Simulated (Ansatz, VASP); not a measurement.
Two plane-wave programs on AlGa2N2

The input INCAR:

```
PREC = Accurate ; ENCUT = 520
EDIFF = 1E-6 ; ISMEAR = 0
SIGMA = 0.1 ; LREAL = F
LASPH = T ; NELM = 150
ALGO = Normal ; ISIF = 2
LWAVE = F ; LCHARG = F
ISPIN = 2 ; MAGMOM = 0 0 0 1 1
LORBIT = 11 ; GGA = PE
NBANDS = 32
```

Contents of KPOINTS:

```
Automatic mesh
0
Gamma
  8 8 8
```

POSCAR

```
AlGa2N2
1.0
   -1.7283015300      1.7283015300      5.9843001800
    1.7283015300     -1.7283015300      5.9843001800
    1.7283015300      1.7283015300     -5.9843001800
Al Ga N
1 2 2
Direct
    0.0000000000      0.0000000000      0.0000000000
    0.3339713800      0.3339713800      0.0000000000
    0.6660286200      0.6660286200      0.0000000000
    0.7500000000      0.2500000000      0.5000000000
    0.2500000000      0.7500000000      0.5000000000
```

Input for Ansatz:

```yaml
crystal:
  lattice:
    - [-1.72830153, 1.72830153, 5.98430018]
    - [1.72830153, -1.72830153, 5.98430018]
    - [1.72830153, 1.72830153, -5.98430018]
  atoms:
    - { symbol: Al, position: [0.0, 0.0, 0.0] }
    - { symbol: Ga, position: [0.33397138, 0.33397138, 0.0] }
    - { symbol: Ga, position: [0.66602862, 0.66602862, 0.0] }
    - { symbol: "N", position: [0.75, 0.25, 0.5], spin: 1.0 }
    - { symbol: "N", position: [0.25, 0.75, 0.5], spin: 1.0 }
basis:
  ecutwfc: 420
kpoints:
  mp_grid: { grid: [8, 8, 8] }
hamiltonian:
  xc: pbe
scf:
  occupations: { method: gaussian, width: 0.1 }
  lower_state_search: "off"
output:
  forces: true
  stress: true
  eigenvalues: true
  populations: true
magnetization:
  spin_polarized: true
```

Change from the starting cell: species swapped into the Dy2SbO2 type (I4/mmm, No. 139).

Alike in both runs: task single point; functional PBE; k mesh 8 × 8 × 8; occupations gaussian, width 0.1 eV; collinear spin.

|  | VASP | Ansatz |
| --- | --- | --- |
| version | VASP 6.6.1 | Ansatz 0.2.0 |
| potentials or method | VASP PAW PBE potentials, release 64 (Al, Ga_d, N), cutoff 520 eV | scalar-relativistic, plane waves, PAW |
| valence electrons in the cell | 39 | 39 |

```csv
,VASP,Ansatz,Ansatz less VASP
gap on the k mesh at the Fermi level (eV),none,none,-
pressure (GPa),8.2,8.0,-0.19
"traceless stress, the component that is largest in VASP (GPa)",-9.30,-9.27,+0.035
rms of the force components (eV/Å),0.002,0.020,+0.0186
net moment per atom (μB),0.00,0.00,0.000
```

Atom by atom the forces differ by 0.022 eV/Å (rms over components). A gap of «none» marks a metal or a gap that the smearing closes. The functional is the same, so the differences come from potentials, cutoffs and numerics. Ansatz's warnings: seeded moment not kept.
